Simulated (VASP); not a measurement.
Runs of VASP 6.6.1 on Ca. The structure is that of space group Im-3m (No. 229), or close to it. The cells are those of the table. 

| cell | gap on the mesh (eV) | pressure (GPa) |
| --- | --- | --- |
| a = 3.841 Å, angles 108.7, 108.7, 111.1°, 1 atom | none | (a) |
| a = 3.926 Å, angles 110.4, 110.4, 107.6°, 1 atom | none | -2.8 |
| a = 3.919 Å, angles 110.3, 110.3, 107.9°, 1 atom | none | -2.8 |
| a = 3.932 Å, angles 110.5, 110.5, 107.3°, 1 atom | none | -2.9 |
| a = 3.893 Å, angles 109.7, 109.7, 108.9°, 1 atom | none | -2.6 |

Alike in all rows: task single point; level LDA; potentials or basis VASP PAW LDA potentials, release 64 (Ca_sv); no spin polarisation; k mesh 16 × 16 × 16; cutoff (eV) 520; smearing gaussian 0.15 eV.

Question: Fill in the values left out.

Answer: (a) -2.2.

A gap of «none» marks levels without a gap at the run's occupations.
